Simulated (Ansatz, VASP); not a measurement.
**Two plane-wave programs on KMgPd3**

```
K Mg Pd
1.0
     4.22230    0.00000    0.00000
     0.00000    4.22230    0.00000
     0.00000    0.00000    5.34091
K Mg Pd
1 1 3
Direct
  0.00000 0.00000 0.98246
  0.50000 0.50000 0.68704
  0.00000 0.50000 0.49953
  0.50000 0.50000 0.09934
  0.50000 0.00000 0.49953
```

Change from the starting cell: species swapped into the NdBPt3 type (P4mm, No. 99).

Alike in both runs: task single point; functional PBE; k mesh 4 × 4 × 4; occupations gaussian, width 0.1 eV; no spin polarisation.

|  | VASP | Ansatz |
| --- | --- | --- |
| version | VASP 6.6.1 | Ansatz 0.2.0 |
| potentials or method | VASP PAW PBE potentials, release 64 (K_sv, Mg, Pd), cutoff 600 eV | scalar-relativistic, plane waves, PAW |
| valence electrons in the cell | 41 | 73 |

|  | VASP | Ansatz | Ansatz less VASP |
| --- | --- | --- | --- |
| gap on the k mesh at the Fermi level (eV) | none | none | - |
| pressure (GPa) | 11.2 | 11.0 | -0.11 |
| traceless stress, the component that is largest in VASP (GPa) | 0.19 | 0.21 | +0.015 |
| rms of the force components (eV/Å) | 1.133 | 1.128 | -0.0055 |

Atom by atom the forces differ by 0.006 eV/Å (rms over components). A gap of «none» marks a metal or a gap that the smearing closes. The functional is the same, so the differences come from potentials, cutoffs and numerics. VASP's potentials hold 41 valence electrons a cell and Ansatz's 73, so a difference there can come from the potentials and not from the codes.

The k mesh is coarse, so the values compare programs but aren't converged.
